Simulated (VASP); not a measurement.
# Al2Au in VASP: notebook

The runs below take Al2Au through single point, with LDA.

Program: VASP 6.6.1. These are calculated values, not measurements. Logs are shortened: lines on timing, memory, paths and dates and some standing lists are left out, and cuts for length are marked.

### Step 1. The cell of the first run

The structure is cubic, space group Fm-3m (No. 225). The conventional cell has a = 6.118 Å, b = 6.118 Å, c = 6.118 Å, α = 90.00°, β = 90.00°, γ = 90.00°. Al (site symmetry -43m) has 4 Au at 2.65 Å and 6 Al at 3.06 Å within 3.5 Å. Within 3.5 Å of Au (site symmetry m-3m) lie 8 Al at 2.65 Å.

### Step 2. Single point, LDA (19.08 Å³/atom)

The input, INCAR:

```
PREC     = Accurate       # precision mode
ENCUT    = 520            # plane-wave cutoff, eV
EDIFF    = 1E-7           # SCF threshold, eV
ISMEAR   = -1             # smearing method
SIGMA    = 0.05           # smearing width, eV
LREAL    = False          # projectors in reciprocal space
LASPH    = True           # aspherical terms in the spheres
NELM     = 100            # most SCF steps
ALGO     = Normal         # electronic algorithm
ISIF     = 2              # what is computed and relaxed
LWAVE    = False          # write WAVECAR
LCHARG   = True           # write CHGCAR
GGA      = CA             # functional
LELF     = True           # ELF
LVHAR    = True         
NBANDS   = 16             # bands
```

The input, KPOINTS:

```
Automatic mesh
0
Gamma
  11 11 11
```

The input, POSCAR:

```
Al2Au
1.0
    0.0000000000      3.0588384673      3.0588384673
    3.0588384673      0.0000000000      3.0588384673
    3.0588384673      3.0588384673      0.0000000000
Al Au
2 1
Direct
    0.2500000000      0.2500000000      0.2500000000
    0.7500000000      0.7500000000      0.7500000000
    0.0000000000      0.0000000000      0.0000000000
```

Potentials or basis: VASP PAW LDA potentials, release 64 (Al, Au).

The run is started by

```console
$ cat potpaw_LDA.64/Al/POTCAR potpaw_LDA.64/Au/POTCAR > POTCAR
$ mpirun -np 1 vasp_std > vasp.out
```

OUTCAR:

```text
PREC = Accurate
   ENCUT = 520
   EDIFF = 1E-7
   ISMEAR = -1
   LREAL = False
   LASPH = True
   NELM = 100
   ISIF = 2
   GGA = CA

 ion  position               nearest neighbor table
   1  0.250  0.250  0.250-   3 2.65   3 2.65   3 2.65   3 2.65   2 3.06   2 3.06   2 3.06   2 3.06
                             2 3.06   2 3.06
   2  0.750  0.750  0.750-   3 2.65   3 2.65   3 2.65   3 2.65   1 3.06   1 3.06   1 3.06   1 3.06
                             1 3.06   1 3.06
   3  0.000  0.000  0.000-   2 2.65   2 2.65   2 2.65   1 2.65   2 2.65   1 2.65   1 2.65   1 2.65

  LATTYP: Found a face centered cubic cell.
 ALAT       =     6.1176769346

  Lattice vectors:

 A1 = (   0.0000000000,   3.0588384673,   3.0588384673)
 A2 = (   3.0588384673,   0.0000000000,   3.0588384673)
 A3 = (   3.0588384673,   3.0588384673,   0.0000000000)

Analysis of symmetry for initial positions (statically):
=====================================================================
 Subroutine PRICEL returns:
 Original cell was already a primitive cell.

 Routine SETGRP: Setting up the symmetry group for a
 face centered cubic supercell.

 Subroutine GETGRP returns: Found 48 space group operations
 (whereof 48 operations were pure point group operations)
 out of a pool of 48 trial point group operations.

The static configuration has the point symmetry O_h .

Analysis of symmetry for dynamics (positions and initial velocities):
=====================================================================
 Subroutine PRICEL returns:
 Original cell was already a primitive cell.

 Routine SETGRP: Setting up the symmetry group for a
 face centered cubic supercell.

 Subroutine GETGRP returns: Found 48 space group operations
 (whereof 48 operations were pure point group operations)
 out of a pool of 48 trial point group operations.

The dynamic configuration has the point symmetry O_h .

 Subroutine INISYM returns: Found 48 space group operations
 (whereof 48 operations are pure point group operations),
 and found     1 'primitive' translations

----------------------------------------------------------------------------------------

                                     Primitive cell

  volume of cell :      57.2400

  direct lattice vectors                    reciprocal lattice vectors
     0.000000000  3.058838467  3.058838467    -0.163460740  0.163460740  0.163460740
     3.058838467  0.000000000  3.058838467     0.163460740 -0.163460740  0.163460740
     3.058838467  3.058838467  0.000000000     0.163460740  0.163460740 -0.163460740

  length of vectors
     4.325850846  4.325850846  4.325850846     0.283122307  0.283122307  0.283122307

  position of ions in fractional coordinates (direct lattice)
     0.250000000  0.250000000  0.250000000
     0.750000000  0.750000000  0.750000000
     0.000000000  0.000000000  0.000000000

  ion indices of the primitive-cell ions
   primitive index   ion index
                 1           1
                 2           2
                 3           3

----------------------------------------------------------------------------------------

 KPOINTS: Automatic mesh

Automatic generation of k-mesh.
 Grid dimensions read from file:
 generate k-points for:   11   11   11

 Generating k-lattice:

  Cartesian coordinates                     Fractional coordinates (reciprocal lattice)
    -0.014860067  0.014860067  0.014860067     0.090909091  0.000000000  0.000000000
     0.014860067 -0.014860067  0.014860067     0.000000000  0.090909091  0.000000000
     0.014860067  0.014860067 -0.014860067     0.000000000  0.000000000  0.090909091

  Length of vectors
     0.025738392  0.025738392  0.025738392

  Shift w.r.t. Gamma in fractional coordinates (k-lattice)
     0.000000000  0.000000000  0.000000000

 Subroutine IBZKPT returns following result:
 ===========================================

 Found     56 irreducible k-points:

 Following reciprocal coordinates:
            Coordinates               Weight
  0.000000  0.000000  0.000000      1.000000
  0.090909  0.000000  0.000000      8.000000
  0.181818  0.000000  0.000000      8.000000
  0.272727  0.000000  0.000000      8.000000
  0.363636  0.000000  0.000000      8.000000
  0.454545  0.000000  0.000000      8.000000
[... 16 lines left out ...]
 -0.272727  0.181818  0.000000     24.000000
 -0.181818  0.181818  0.000000     12.000000
 [... further k-points ...]
   k-points           NKPTS =     56   k-points in BZ     NKDIM =     56   number of bands    NBANDS=     16
   number of dos      NEDOS =    301   number of ions     NIONS =      3
   total plane-waves  NPLWV =  32768
   dimension x,y,z NGX =    32 NGY =   32 NGZ =   32
   dimension x,y,z NGXF=    64 NGYF=   64 NGZF=   64
   ions per type =               2   1
   NGX,Y,Z   is equivalent  to a cutoff of  12.30, 12.30, 12.30 a.u.
   NGXF,Y,Z  is equivalent  to a cutoff of  24.60, 24.60, 24.60 a.u.
 SYSTEM =  unknown system
   PREC   = accura    normal or accurate (medium, high low for compatibility)
   ISTART =      0    job   : 0-new  1-cont  2-samecut
   ICHARG =      2    charge: 1-file 2-atom 10-const
   ISPIN  =      1    spin polarized calculation?
   LNONCOLLINEAR =      F non collinear calculations
   LSORBIT =      F    spin-orbit coupling
   LASPH  =      T    aspherical Exc in radial PAW
   ENCUT  =  520.0 eV  38.22 Ry    6.18 a.u.   8.04  8.04  8.04*2*pi/ulx,y,z
   NELM   =    100;   NELMIN=  2; NELMDL= -5     # of ELM steps
   EDIFF  = 0.1E-06   stopping-criterion for ELM
   LREAL  =      F    real-space projection
   EDIFFG = 0.1E-05   stopping-criterion for IOM
   NSW    =      0    number of steps for IOM
   IBRION =     -1    ionic relax: 0-MD 1-quasi-New 2-CG
   NFREE  =      0    steps in history (QN), initial steepest desc. (CG)
   ISIF   =      2    stress and relaxation
   ISYM   =      2    0-nonsym 1-usesym 2-fastsym
   POTIM  = 0.5000    time-step for ionic-motion
   TEBEG  =    0.0;   TEEND  =   0.0 temperature during run
   PSTRESS=    0.0 pullay stress
   NELECT =      17.0000    total number of electrons
   NUPDOWN=      -1.0000    fix difference up-down
   EMIN   =  10.00;   EMAX   =-10.00  energy-range for DOS
   EFERMI =   0.00;   METHOD = LEGACY
   ISMEAR =    -1;   SIGMA  =   0.05  broadening in eV -4-tet -1-fermi 0-gaus
   EFERMI_NEDOS =   21; number of points for ismear=-14 and -15
   IALGO  =     38    algorithm
   IMIX   =      4    mixing-type and parameters
     AMIX     =   0.40;   BMIX     =  1.00
     AMIX_MAG =   1.60;   BMIX_MAG =  1.00
  volume/ion in A,a.u.               =      19.08       128.76
  Fermi-wavevector in a.u.,A,eV,Ry     =   1.092256  2.064065 16.232077  1.193024
  Thomas-Fermi vector in A             =   2.228518
   LORBIT       =      0    0 simple, 1 ext, 2 COOP (PROOUT), +10 PAW based schemes
   GGA     = CA    functional components
   LHFCALC =     F    Hartree Fock is set to
   AEXX    =    0.0000 exact exchange contribution
   IVDW    =     0    specifies the selected vdW correction
   LEPSILON=     F    determine dielectric tensor
   LRPA    =     F    only Hartree local field effects (RPA)
 non-spin polarized calculation
  energy-cutoff  :      520.00
  volume of cell :       57.24
 maximum number of plane-waves:      1558
   NGX = 17   NGY = 17   NGZ = 17

 number of electron      17.0000000 magnetization

 Free energy of the ion-electron system (eV)
  ---------------------------------------------------
  ext. energy  EPLUGINS =         0.00000000
  ---------------------------------------------------
  free energy    TOTEN  =       -14.17634208 eV

  energy without entropy =      -14.16765949  energy(sigma->0) =      -14.17200078

 E-fermi :   6.9811     XC(G=0): -10.4656

 val. band max:        6.9083320050   @ k =   0.1818   0.0909   0.0000
 cond. band min:       6.9897595943   @ k =  -0.2727   0.2727   0.0000
 fundamental gap:      0.0814275893
 Fermi energy:         6.9811207840

 k-point     1 :       0.0000    0.0000    0.0000
  band No.  band energies     occupation
      1      -3.1903      2.00000
      2       0.6289      2.00000
      3       0.6289      2.00000
      4       0.6289      2.00000
      5       1.5322      2.00000
      6       1.5322      2.00000
[... 8 lines left out ...]
     15      12.4724      0.00000
     16      12.4724      0.00000

 k-point     2 :       0.0909    0.0000    0.0000
  band No.  band energies     occupation
      1      -3.0867      2.00000
      2       0.5923      2.00000
      3       0.6542      2.00000
      4       0.6542      2.00000
      5       1.5268      2.00000
      6       1.5268      2.00000
[... 8 lines left out ...]
     15      12.2445      0.00000
     16      12.2702      0.00000

 k-point     3 :       0.1818    0.0000    0.0000
  band No.  band energies     occupation
      1      -2.7828      2.00000
      2       0.5030      2.00000
      3       0.7186      2.00000
      4       0.7186      2.00000
      5       1.5205      2.00000
      6       1.5205      2.00000
[... 8 lines left out ...]
     15      12.4054      0.00000
     16      12.4591      0.00000

 k-point     4 :       0.2727    0.0000    0.0000
  band No.  band energies     occupation
      1      -2.3054      2.00000
      2       0.4160      2.00000
      3       0.7907      2.00000
      4       0.7907      2.00000
      5       1.5356      2.00000
      6       1.5356      2.00000
[... 8 lines left out ...]
     15      13.3595      0.00000
     16      13.3595      0.00000
[... 324 lines left out ...]
 k-point    22 :      -0.3636    0.1818    0.0000
  band No.  band energies     occupation
      1      -1.0513      2.00000
      2       0.3381      2.00000
      3       0.9498      2.00000
      4       0.9952      2.00000
      5       1.5236      2.00000
      6       1.5832      2.00000
[... 8 lines left out ...]
     15      14.3359      0.00000
     16      15.3187      0.00000

 k-point    23 :      -0.2727    0.1818    0.0000
  band No.  band energies     occupation
      1      -1.5798      2.00000
      2       0.2848      2.00000
      3       0.8857      2.00000
      4       0.9464      2.00000
      5       1.4446      2.00000
      6       1.6454      2.00000
[... 8 lines left out ...]
     15      13.7898      0.00000
     16      16.0086      0.00000

 k-point    24 :      -0.1818    0.1818    0.0000
  band No.  band energies     occupation
      1      -2.1324      2.00000
      2       0.3410      2.00000
      3       0.8377      2.00000
      4       0.8556      2.00000
      5       1.4311      2.00000
      6       1.6184      2.00000
[... 8 lines left out ...]
     15      13.6312      0.00000
     16      15.6370      0.00000

 [... further k-points ...]

------------------------ aborting loop because EDIFF is reached ----------------------------------------

  FORCE on cell =-STRESS in cart. coord.  units (eV):
  Direction    XX          YY          ZZ          XY          YZ          ZX
  --------------------------------------------------------------------------------------
  -------------------------------------------------------------------------------------
  Total       -2.7979459     -2.7979459     -2.7979459      0.0000000      0.0000000      0.0000000
  in kB      -78.3159596    -78.3159596    -78.3159596      0.0000000      0.0000000      0.0000000
  external PRESSURE =     -78.3159596 kB  Pullay stress =       0.0000000 kB

 VOLUME and BASIS-vectors are now :
 -----------------------------------------------------------------------------
  energy-cutoff  :      520.00
  volume of cell :       57.24
      direct lattice vectors                 reciprocal lattice vectors
     0.000000000  3.058838467  3.058838467    -0.163460740  0.163460740  0.163460740
     3.058838467  0.000000000  3.058838467     0.163460740 -0.163460740  0.163460740
     3.058838467  3.058838467  0.000000000     0.163460740  0.163460740 -0.163460740

 POSITION                                       TOTAL-FORCE (eV/Angst)
 -----------------------------------------------------------------------------------
      1.52942      1.52942      1.52942        -0.000000     -0.000000     -0.000000
      4.58826      4.58826      4.58826         0.000000      0.000000      0.000000
      0.00000      0.00000      0.00000         0.000000      0.000000      0.000000
 -----------------------------------------------------------------------------------
    total drift:                                0.000000     -0.000000      0.000000

  FREE ENERGIE OF THE ION-ELECTRON SYSTEM (eV)
  ---------------------------------------------------
  free  energy   TOTEN  =       -14.1763420824 eV

  energy  without entropy=      -14.1676594858  energy(sigma->0) =      -14.17200078
```

Wall time 40 s (1 thread of Intel Xeon 8259CL, shared host); peak memory 0.18 GiB.

Results:

```yaml
Free_energy: -14.1763 eV
Pressure: -7.8 GPa
Band_gap_on_the_k_mesh: zero (an odd number of electrons rules out a gap without spin polarisation)
```

Caveat: the cell stands under tension; spin-orbit coupling is left out, which moves the levels of the heavy elements.

### Step 3. Single point, LDA (zz strain of -2 %)

The input, INCAR:

```
PREC = Accurate
ENCUT = 520
EDIFF = 1E-7
ISMEAR = -1
SIGMA = 0.05
LREAL = False
LASPH = True
NELM = 100
ALGO = Normal
ISIF = 2
LWAVE = False
LCHARG = True
GGA = CA
LELF = True
LVHAR = True
NBANDS = 16
```

KPOINTS is that of step 2.

The input, POSCAR:

```
Al2Au
1.0
    0.0000000000      3.0000000000      2.9400000000
    3.0000000000      0.0000000000      2.9400000000
    3.0000000000      3.0000000000      0.0000000000
Al Au
2 1
Direct
    0.2500000000      0.2500000000      0.2500000000
    0.7500000000      0.7500000000      0.7500000000
    0.0000000000      0.0000000000      0.0000000000
```

Potentials or basis: VASP PAW LDA potentials, release 64 (Al, Au).

The run is started by

```console
$ cat potpaw_LDA.64/Al/POTCAR potpaw_LDA.64/Au/POTCAR > POTCAR
$ mpirun -np 1 vasp_std > vasp.out
```

Wall time 88 s (1 thread of Intel Xeon 8259CL, shared host); peak memory 0.23 GiB.

Results (log left out):

| Property | Result |
| --- | --- |
| Free energy | -14.2868 eV |
| Pressure | 0.0 GPa |
| Band gap on the k mesh | zero (an odd number of electrons rules out a gap without spin polarisation) |

Stress tensor (GPa, compression positive):
```
-0.38  0.00  0.00
 0.00 -0.38  0.00
 0.00  0.00  0.78
```

Levels at points of the mesh, in eV from the Fermi level:
```tsv
k point	band 5	band 6	band 7	band 8	band 9	band 10	band 11	band 12	band 13	band 14
(0.00, 0.00, 0.00)	-5.81	-5.76	2.22	2.87	2.87	3.02	3.79	4.06	4.06	5.53
```

Caveat: the cell differs from its parent crystal (zz strain of -2 %); spin-orbit coupling is left out, which moves the levels of the heavy elements.

[end of part 1 of 2]
